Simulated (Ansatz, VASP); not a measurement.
**One calculation of SiC, two programs**

POSCAR

```
SiC
1.0
    0.0000000000      2.1780523476      2.1780523476
    2.1780523476      0.0000000000      2.1780523476
    2.1780523476      2.1780523476      0.0000000000
Si C
1 1
Direct
    0.0000000000      0.0000000000      0.0000000000
    0.2500000000      0.2500000000      0.2500000000
```

File INCAR.step1:

```
SYSTEM = SiC
PREC = Accurate
ENCUT = 520
EDIFF = 1E-5
ISMEAR = 0
SIGMA = 0.01
LREAL = .False.
LASPH = .True.
NELM = 120
ALGO = Normal
ISIF = 2
LWAVE = .True.
LCHARG = .False.
NBANDS = 11
GGA = PE
GGA_COMPAT = .False.
```

INCAR.step2

```
SYSTEM = SiC
PREC = Accurate
ENCUT = 520
EDIFF = 1E-6
ISMEAR = 0
SIGMA = 0.01
LREAL = .False.
LASPH = .True.
NELM = 120
ALGO = Normal
ISIF = 2
LWAVE = .False.
LCHARG = .False.
GGA = PE
LHFCALC = .True.
AEXX = 0.4
PRECFOCK = Normal
NBANDS = 11
ISTART = 1
GGA_COMPAT = .False.
```

The input KPOINTS:

```
regular mesh
0
Gamma
  4 4 4
  0 0 0
```

Input for Ansatz:

```yaml
crystal:
  lattice:
    - [0.0, 2.1780523476, 2.1780523476]
    - [2.1780523476, 0.0, 2.1780523476]
    - [2.1780523476, 2.1780523476, 0.0]
  atoms:
    - { symbol: Si, position: [0.0, 0.0, 0.0] }
    - { symbol: C, position: [0.25, 0.25, 0.25] }
kpoints:
  mp_grid: { grid: [4, 4, 4] }
hamiltonian:
  xc: { exchange: pbe, correlation: pbe, exx: { coeff: 0.4 } }
scf:
  occupations: { method: fixed }
  n_extra_bands: 4
output:
  forces: true
  stress: true
  eigenvalues: true
```

Alike in both runs: task single point; functional PBE-based global hybrid; k mesh 4 × 4 × 4; no spin polarisation.

|  | VASP | Ansatz |
| --- | --- | --- |
| version | VASP 6.6.1 | Ansatz 0.2.0 |
| potentials or method | VASP PAW PBE potentials, release 64 (Si, C) | plane waves |
| plane-wave cutoff (eV) | 520 | 420 |
| occupations | gaussian, width 0.01 eV | fixed |
| valence electrons in the cell | 8 | 8 |

Ansatz gave:

```
gap on the k mesh at the Fermi level (eV) : 4.00
pressure (GPa)                            : -3.6
```

Question: What did VASP give for the same quantities?

Answer: gap on the k mesh at the Fermi level (eV): 4.09; pressure (GPa): -4.4.

VASP's potentials were made for PBE, not for PBE-based global hybrid. Ansatz's warnings: stress exchange threshold loose, stress scf threshold loose.

The k mesh is coarse, so the values compare programs but aren't converged.
